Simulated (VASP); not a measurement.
Crystal: ZrB2.

```
Zr B
1.0
     3.17000    0.00000    0.00000
    -1.58500    2.74530    0.00000
     0.00000    0.00000    3.53300
Zr B
1 2
Cartesian
  0.0000 0.0000 0.0000
  1.5850 0.9151 1.7665
  0.0000 1.8302 1.7665
```

Base run:

| Quantity | Value |
| --- | --- |
| Program | VASP 6.6.1 |
| Functional | b88 exchange, pbe correlation |
| Potentials or basis | VASP PAW PBE potentials, release 64 (Zr_sv, B) |
| Cutoff | 500 eV |
| k mesh | 10 × 10 × 8 |
| Occupations | fermi-dirac, width 0.05 eV |
| Spin | no spin polarisation |

Its results: band gap on the k mesh zero (bands 9 and 10 overlap by 0.81 eV); pressure 1.4 GPa.

**Question.** The run is repeated on the same cell with these changes: functional from b88 exchange, pbe correlation to r2SCAN; cutoff from 500 eV to 520 eV. What comes out?

**Answer.** Band gap on the k mesh zero (bands 9 and 10 overlap by 0.86 eV); pressure 0.9 GPa.

Caveats: the PAW data sets were made with another functional, which shifts forces and pressure a little.
